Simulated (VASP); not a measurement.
BN, 4 atoms in the cell. Symmetry: P6_3mc, No. 186, hexagonal system. The conventional cell has a = 2.566 Å, b = 2.566 Å, c = 4.177 Å, α = 90.00°, β = 90.00°, γ = 120.00°. B (site symmetry 3m) has 4 N at 1.57 Å within 2.1 Å. Within 2.1 Å of N (site symmetry 3m) lie 4 B at 1.57 Å.  This cell differs from its parent crystal: strained cell.

* Program: VASP 6.6.1
* Task: single point
* Functional: PBEsol
* Potentials or basis: VASP PAW PBE potentials, release 64 (B, N)
* Cutoff: 520 eV
* k mesh: 9 × 9 × 6
* Occupations: gaussian, width 0.02 eV
* Spin: no spin polarisation
* Dipole correction: no
* Further INCAR settings: ALGO = Normal; EDIFF = 1e-07; NBANDS = 16

Potentials or basis: VASP PAW PBE potentials, release 64 (B, N).

Command:

```sh
$ cat potpaw_PBE.64/B/POTCAR potpaw_PBE.64/N/POTCAR > POTCAR
$ mpirun -np 1 vasp_std > vasp.out
```

Hardware: 1 thread of Intel Xeon 8259CL (shared host).

Task: Estimate the wall time of this run.

Result: Wall time 20 s on 1 thread of Intel Xeon 8259CL, with other jobs on the host, peak memory 0.14 GiB. Counts: scf iterations 13, k points 48.
